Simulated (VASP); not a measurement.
# Ni (P6_3/mmc) in VASP: further runs

The runs below take Ni through single point, relaxation of cell and atoms, with r2SCAN+D4.

All numbers are computed with VASP 6.6.1; they aren't measurements. Logs are shortened: lines on timing, memory, paths and dates and some standing lists are left out, and cuts for length are marked.

**1. The cell of the first run**

The structure is hexagonal, space group P6_3/mmc (No. 194). The conventional cell has a = 2.436 Å, b = 2.436 Å, c = 4.075 Å, α = 90.00°, β = 90.00°, γ = 120.00°. Within 3.2 Å of Ni (site symmetry -6m2) lie 12 Ni at 2.44 to 2.48 Å.

**2. Single point, r2SCAN+D4, collinear spin, ferromagnetic start**

POSCAR reads:

```
Ni
1.0
    2.4360441760      0.0000000000      0.0000000000
   -1.2180220880      2.1096761412      0.0000000000
    0.0000000000      0.0000000000      4.0747296248
Ni
2
Direct
    0.3333333333      0.6666666667      0.2500000000
    0.6666666667      0.3333333333      0.7500000000
```

INCAR.step1 reads:

```
ALGO = Normal
EDIFF = 1E-4
ENCUT = 520
GGA = PE
ISMEAR = -1
ISPIN = 2
LASPH = T
LCHARG = F
LMAXMIX = 4
LREAL = F
LWAVE = T
MAGMOM = 1.5 1.5
NBANDS = 21
NELM = 150
PREC = Accurate
SIGMA = 0.05
```

INCAR.step2 reads:

```
ALGO = Normal
EDIFF = 1E-6
ENCUT = 520
ISIF = 2
ISMEAR = -1
ISPIN = 2
ISTART = 1
IVDW = 13
LASPH = T
LCHARG = F
LMAXMIX = 4
LMIXTAU = T
LORBIT = 11
LREAL = F
LWAVE = F
MAGMOM = 1.5 1.5
METAGGA = R2SCAN
NBANDS = 21
NELM = 150
PREC = Accurate
SIGMA = 0.05
VDW_A1 = 0.51559235
VDW_A2 = 5.77342911
VDW_S6 = 1.0
VDW_S8 = 0.6018749
```

KPOINTS reads:

```
k-points
0
Gamma
  8 8 4
```

Potentials or basis: VASP PAW PBE potentials, release 64 (Ni).

Started as:

```
> cat potpaw_PBE.64/Ni/POTCAR > POTCAR
> cp INCAR.step1 INCAR
> mpirun -np 1 vasp_std > vasp.out
> cp INCAR.step2 INCAR
> mpirun -np 1 vasp_std > vasp.out
```

OUTCAR:

```text
EDIFF = 1E-6
   ENCUT = 520
   ISIF = 2
   ISMEAR = -1
   ISPIN = 2
   ISTART = 1
   IVDW = 13
   LASPH = T
   LORBIT = 11
   LREAL = F
   METAGGA = R2SCAN
   NELM = 150
   PREC = Accurate

 ion  position               nearest neighbor table
   1  0.333  0.667  0.250-   2 2.48   2 2.48   2 2.48   2 2.48   2 2.48   2 2.48
   2  0.667  0.333  0.750-   1 2.48   1 2.48   1 2.48   1 2.48   1 2.48   1 2.48

  LATTYP: Found a hexagonal cell.
 ALAT       =     2.4360441760
 C/A-ratio  =     1.6726829772

  Lattice vectors:

 A1 = (   2.4360441760,   0.0000000000,   0.0000000000)
 A2 = (  -1.2180220880,   2.1096761412,   0.0000000000)
 A3 = (   0.0000000000,   0.0000000000,   4.0747296248)

Analysis of symmetry for initial positions (statically):
=====================================================================
 Subroutine PRICEL returns:
 Original cell was already a primitive cell.

 Routine SETGRP: Setting up the symmetry group for a
 hexagonal supercell.

 Subroutine GETGRP returns: Found 24 space group operations
 (whereof 12 operations were pure point group operations)
 out of a pool of 24 trial point group operations.

The static configuration has the point symmetry D_3d.
 The point group associated with its full space group is D_6h.

Analysis of symmetry for dynamics (positions and initial velocities):
=====================================================================
 Subroutine PRICEL returns:
 Original cell was already a primitive cell.

 Routine SETGRP: Setting up the symmetry group for a
 hexagonal supercell.

 Subroutine GETGRP returns: Found 24 space group operations
 (whereof 12 operations were pure point group operations)
 out of a pool of 24 trial point group operations.

The dynamic configuration has the point symmetry D_3d.
 The point group associated with its full space group is D_6h.

Analysis of structural, dynamic, and magnetic symmetry:
=====================================================================
 Subroutine PRICEL returns:
 Original cell was already a primitive cell.

 Routine SETGRP: Setting up the symmetry group for a
 hexagonal supercell.

 Subroutine GETGRP returns: Found 24 space group operations
 (whereof 12 operations were pure point group operations)
 out of a pool of 24 trial point group operations.

The overall configuration has the point symmetry D_3d.
 The point group associated with its full space group is D_6h.

 Subroutine INISYM returns: Found 24 space group operations
[... 117 lines left out ...]
     AMIX_MAG =   1.60;   BMIX_MAG =  1.00
  volume/ion in A,a.u.               =      10.47        70.66
  Fermi-wavevector in a.u.,A,eV,Ry     =   1.612198  3.046612 35.364002  2.599181
  Thomas-Fermi vector in A             =   2.707466
   LORBIT       =     11    0 simple, 1 ext, 2 COOP (PROOUT), +10 PAW based schemes
   METAGGA = R2SCAN    functional components
   LHFCALC =     F    Hartree Fock is set to
   AEXX    =    0.0000 exact exchange contribution
   IVDW    =    13    specifies the selected vdW correction
   LEPSILON=     F    determine dielectric tensor
   LRPA    =     F    only Hartree local field effects (RPA)
 spin polarized calculation
  energy-cutoff  :      520.00
  volume of cell :       20.94
 maximum number of plane-waves:       592
   NGX =  9   NGY =  9   NGZ = 15

 number of electron      19.9999995 magnetization       1.4427058

 Free energy of the ion-electron system (eV)
  ---------------------------------------------------
  ext. energy  EPLUGINS =         0.00000000
  ---------------------------------------------------
  free energy    TOTEN  =       -23.81577367 eV

  energy without entropy =      -23.78894883  energy(sigma->0) =      -23.80236125

 E-fermi :   9.8645     XC(G=0): -14.6457

 val. band max:        9.8628257948   @ k =   0.3750  -0.0000   0.2500
 cond. band min:       9.8681866806   @ k =   0.3750   0.2500   0.0000
 fundamental gap:      0.0053608857
 Fermi energy:         9.8645342166

 spin component 1

 k-point     1 :       0.0000    0.0000    0.0000
  band No.  band energies     occupation
      1       0.1810      1.00000
      2       4.3301      1.00000
      3       6.7099      1.00000
      4       6.9491      1.00000
      5       6.9493      1.00000
      6       7.2085      1.00000
[... 565 lines left out ...]
     20      33.0884      0.00000
     21      39.0604      0.00000

 [... further k-points ...]

 spin component 2

 k-point     1 :       0.0000    0.0000    0.0000
  band No.  band energies     occupation
      1      -0.0579      1.00000
      2       5.0638      1.00000
      3       8.1064      1.00000
      4       8.1066      1.00000
      5       8.1955      1.00000
      6       8.3983      1.00000
[... 565 lines left out ...]
     20      33.2310      0.00000
     21      39.3649      0.00000

 [... further k-points ...]

------------------------ aborting loop because EDIFF is reached ----------------------------------------

  DFT-D4 for vdW energy calculation

  Edisp (eV):   -0.32298

  FORCE on cell =-STRESS in cart. coord.  units (eV):
  Direction    XX          YY          ZZ          XY          YZ          ZX
  --------------------------------------------------------------------------------------
  -------------------------------------------------------------------------------------
  Total       0.04035     0.04035    -0.00388     0.00000    -0.00000     0.00000
  in kB       3.08718     3.08718    -0.29647     0.00000    -0.00000     0.00000
  external pressure =        1.96 kB  Pullay stress =        0.00 kB

 VOLUME and BASIS-vectors are now :
 -----------------------------------------------------------------------------
  energy-cutoff  :      520.00
  volume of cell :       20.94
      direct lattice vectors                 reciprocal lattice vectors
     2.436044176  0.000000000  0.000000000     0.410501587  0.237003202  0.000000000
    -1.218022088  2.109676141  0.000000000     0.000000000  0.474006403  0.000000000
     0.000000000  0.000000000  4.074729625     0.000000000  0.000000000  0.245415056

 POSITION                                       TOTAL-FORCE (eV/Angst)
 -----------------------------------------------------------------------------------
     -0.00000      1.40645      1.01868         0.000000      0.000000      0.000000
      1.21802      0.70323      3.05605        -0.000000      0.000000      0.000000
 -----------------------------------------------------------------------------------
    total drift:                               -0.000000      0.000000     -0.000000

  FREE ENERGIE OF THE ION-ELECTRON SYSTEM (eV)
  ---------------------------------------------------
  free  energy   TOTEN  =       -24.1387533316 eV

  energy  without entropy=      -24.1119284880  energy(sigma->0) =      -24.12534091

 total charge

# of ion       s       p       d       tot
------------------------------------------
    1        0.530   0.552   8.337   9.419
    2        0.530   0.552   8.337   9.419
--------------------------------------------------
tot          1.059   1.105  16.673  18.837

 magnetization (x)

# of ion       s       p       d       tot
------------------------------------------
    1       -0.007  -0.042   0.788   0.739
    2       -0.007  -0.042   0.788   0.739
--------------------------------------------------
tot         -0.013  -0.085   1.576   1.478
```

Wall time 60 s (1 thread of Intel Xeon 6975P-C (Granite Rapids), shared host); peak memory 0.15 GiB.

Results:

```
Free energy                                           : -24.1388 eV
Pressure                                              : 0.2 GPa
Net moment                                            : 1.44 μB per cell
Site moments                                          : Ni +0.74 μB
Valence electrons inside the program's atomic spheres : Ni 9.42
Dispersion energy per atom                            : -0.161 eV
```

Caveat: the k points lie up to 0.39 Å⁻¹ apart; the PAW data sets were made with another functional, which shifts forces and pressure a little; pairwise dispersion overbinds metals, which lowers pressure and volume.

**3. Relaxation of cell and atoms, r2SCAN+D4, collinear spin, ferromagnetic start**

This run uses another cell than the first one, of 10.92 Å³/atom, 1.043 times its volume.

POSCAR reads:

```
Ni
1.0
    2.4900000000      0.0000000000      0.0000000000
   -1.2450000000      2.1564032554      0.0000000000
    0.0000000000      0.0000000000      4.0661700000
Ni
2
Direct
    0.3333333333      0.6666666667      0.2500000000
    0.6666666667      0.3333333333      0.7500000000
```

INCAR.step1 reads:

```
SYSTEM = Ni
PREC = Accurate ; ENCUT = 600
ISMEAR = -1 ; SIGMA = 0.05
LREAL = .FALSE. ; LASPH = .TRUE.
NELM = 150 ; ISPIN = 2
MAGMOM = 1.5 1.5 ; LMAXMIX = 4
GGA = PE ; ALGO = Normal
EDIFF = 1E-4 ; LWAVE = .TRUE.
LCHARG = .FALSE.
```

INCAR.step2 reads:

```
SYSTEM = Ni
PREC = Accurate ; ENCUT = 600
EDIFF = 1E-7 ; ISMEAR = -1
SIGMA = 0.05 ; LREAL = .FALSE.
LASPH = .TRUE. ; NELM = 150
ALGO = Normal ; ISIF = 3
LWAVE = .FALSE. ; LCHARG = .FALSE.
ISPIN = 2 ; MAGMOM = 1.5 1.5
LORBIT = 11 ; LMAXMIX = 4
METAGGA = R2SCAN ; LMIXTAU = .TRUE.
IVDW = 13 ; VDW_S6 = 1.0
VDW_S8 = 0.6018749 ; VDW_A1 = 0.51559235
VDW_A2 = 5.77342911 ; IBRION = 2
NSW = 80 ; EDIFFG = -0.02
ISTART = 1
```

KPOINTS reads:

```
Automatic mesh
0
G
  8 8 4
  0 0 0
```

Potentials or basis: VASP PAW PBE potentials, release 64 (Ni).

Started as:

```
> cat potpaw_PBE.64/Ni/POTCAR > POTCAR
> cp INCAR.step1 INCAR
> mpirun -np 1 vasp_std > vasp.out
> cp INCAR.step2 INCAR
> mpirun -np 1 vasp_std > vasp.out
```

It took 4.9 min on 1 thread of Intel Xeon 6975P-C (Granite Rapids), shared host; peak memory 0.17 GiB.

It converged, with:

```yaml
Free_energy: -24.1407 eV
Relaxed_volume: 10.46 Å³/atom
Relaxed_cell: a = 2.437 Å, b = 2.437 Å, c = 4.069 Å, α = 90.00°, β = 90.00°, γ = 120.00°
Space_group_after_relaxing_to_0.05_Å: P6_3/mmc (No. 194)
Energy_gained_by_relaxing: 15.6 meV/atom
Ionic_steps: 6
Pressure_after_relaxing: 0.2 GPa
Net_moment: 1.44 μB per cell
Site_moments: Ni +0.74 μB
Valence_electrons_inside_the_program's_atomic_spheres: Ni 9.42
Dispersion_energy_per_atom: -0.162 eV
```

Step by step:
```
step  energy change (eV)  largest force (eV/Å)  pressure (GPa)  volume (Å³)
   1              0.0000                0.0000           -8.53        21.83
   2             -0.0025                0.0000           10.54        20.04
   3             -0.0294                0.0000            0.37        20.89
   4             -0.0294                0.0000            0.56        20.87
   5             -0.0310                0.0000            0.25        20.92
   6             -0.0311                0.0000            0.17        20.93
```

Final structure:
```
Ni
1.0
     2.43691    0.00000    0.00000
    -1.21846    2.11043    0.00000
     0.00000    0.00000    4.06891
Ni
2
Direct
  0.33333 0.66667 0.25000
  0.66667 0.33333 0.75000
```

Levels at points of the mesh, in eV from the Fermi level:
Spin up:
```tsv
k point	band 8	band 9	band 10	band 11	band 12	band 13	band 14	band 15
(0.00, 0.00, 0.00)	-1.96	-1.96	-1.02	-1.02	-0.71	5.58	24.01	26.53
(0.50, 0.00, 0.00)	-1.05	-0.94	-0.86	0.98	3.12	9.74	10.39	12.83
(0.00, 0.00, 0.50)	-2.92	-1.34	-1.34	-1.34	-1.34	14.61	14.61	24.79
(0.50, 0.00, 0.50)	-1.46	-0.98	-0.98	1.42	1.42	7.22	7.22	19.63
```
Spin down:
| k point | band 6 | band 7 | band 8 | band 9 | band 10 | band 11 | band 12 | band 13 |
| --- | --- | --- | --- | --- | --- | --- | --- | --- |
| (0.00, 0.00, 0.00) | -1.47 | -1.47 | -1.18 | -1.18 | -0.89 | -0.18 | -0.18 | 6.38 |
| (0.50, 0.00, 0.00) | -2.02 | -1.31 | -0.01 | 0.27 | 0.40 | 1.87 | 3.75 | 9.85 |
| (0.00, 0.00, 0.50) | -1.82 | -1.82 | -1.82 | -0.46 | -0.46 | -0.46 | -0.46 | 14.87 |
| (0.50, 0.00, 0.50) | -1.12 | -0.30 | -0.30 | 0.35 | 0.35 | 1.57 | 1.57 | 7.69 |

Caveat: the k points lie up to 0.39 Å⁻¹ apart in the final cell; the PAW data sets were made with another functional, which shifts forces and pressure a little; pairwise dispersion overbinds metals, which lowers pressure and volume.
